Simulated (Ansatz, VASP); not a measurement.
**In3CoTe4 in VASP and in Ansatz**

Contents of INCAR:

```
SYSTEM = In3CoTe4
ALGO     = Normal         ! electronic algorithm
EDIFF    = 1E-6           ! SCF threshold, eV
ENCUT    = 520            ! plane-wave cutoff, eV
GGA      = PE             ! functional
ISIF     = 2              ! what is computed and relaxed
ISMEAR   = -1             ! smearing method
ISPIN    = 2              ! spin polarisation
LASPH    = .True.         ! aspherical terms in the spheres
LCHARG   = .False.        ! write CHGCAR
LDAU     = .True.         ! DFT+U
LDAUJ    = 0 0 0        
LDAUL    = -1 -1 2        ! shell
LDAUPRINT= 1            
LDAUTYPE = 2            
LDAUU    = 0 0 3.6        ! U, eV
LMAXMIX  = 4              ! l up to which the mixer works
LORBIT   = 11             ! projections on sites
LREAL    = .False.        ! projectors in reciprocal space
LWAVE    = .False.        ! write WAVECAR
MAGMOM   = 0 0 0 0 0 0 0 0.3 ! initial moments
NBANDS   = 50             ! bands
NELM     = 150            ! most SCF steps
PREC     = Accurate       ! precision mode
SIGMA    = 0.02           ! smearing width, eV
```

The input KPOINTS:

```
k-points
0
Gamma
  3 3 3
  0 0 0
```

POSCAR

```
In3CoTe4
1.0
    6.1600000000      0.0000000000      0.0000000000
    0.0000000000      6.1600000000      0.0000000000
    0.0000000000      0.0000000000      6.1600000000
In Te Co
3 4 1
Direct
    0.0000000000      0.0000000000      0.0000000000
    0.5000000000      0.0000000000      0.5000000000
    0.5000000000      0.5000000000      0.0000000000
    0.5000000000      0.0000000000      0.0000000000
    0.5000000000      0.5000000000      0.5000000000
    0.0000000000      0.0000000000      0.5000000000
    0.0000000000      0.5000000000      0.0000000000
    0.0000000000      0.5000000000      0.5000000000
```

Input for Ansatz:

```yaml
crystal:
  lattice:
    - [6.16, 0.0, 0.0]
    - [0.0, 6.16, 0.0]
    - [0.0, 0.0, 6.16]
  atoms:
    - { symbol: In, position: [0.0, 0.0, 0.0] }
    - { symbol: Te, position: [0.5, 0.0, 0.0] }
    - { symbol: Co, position: [0.0, 0.5, 0.5], spin: 0.3 }
    - { symbol: Te, position: [0.5, 0.5, 0.5] }
    - { symbol: In, position: [0.5, 0.0, 0.5] }
    - { symbol: Te, position: [0.0, 0.0, 0.5] }
    - { symbol: In, position: [0.5, 0.5, 0.0] }
    - { symbol: Te, position: [0.0, 0.5, 0.0] }
magnetization:
  spin_polarized: true
hamiltonian:
  xc: pbe
  pseudopotentials: { kind: paw }
  hubbard: { sites: [{ species: Co, l: d, u_eff: 3.6 }] }
basis:
  ecutwfc: 420
kpoints:
  mp_grid: { grid: [3, 3, 3] }
scf:
  occupations: { method: fermi_dirac, width: 0.02 }
  lower_state_search: "off"
output:
  forces: true
  stress: true
```

Change from the starting cell: parallel moments scaled by 0.1, plain SCF.

Alike in both runs: task single point; functional PBE; k mesh 3 × 3 × 3; occupations fermi-dirac, width 0.02 eV; collinear spin; Hubbard terms Co d U = 3.6 eV.

|  | VASP | Ansatz |
| --- | --- | --- |
| version | VASP 6.6.1 | Ansatz 0.2.0 |
| potentials or method | VASP PAW PBE potentials, release 64 (In_d, Te, Co), cutoff 520 eV | PAW, plane waves, scalar-relativistic |
| valence electrons in the cell | 72 | 120 |

|  | VASP | Ansatz | Ansatz less VASP |
| --- | --- | --- | --- |
| pressure (GPa) | -1.1 | -1.1 | -0.03 |
| net moment per atom (μB) | 0.25 | 0.25 | 0.000 |
| size of the moment on the site where the two differ most (μB) | 1.98 | 1.97 | -0.012 |

Site moments also hang on the region over which each program counts them. The programs project onto different local orbitals, so the same U acts differently, and such runs can settle in different states. VASP's potentials hold 72 valence electrons a cell and Ansatz's 120, so a difference there can come from the potentials and not from the codes. Ansatz's warnings: filled band counts differ across k points.

Spin-orbit coupling is off throughout.
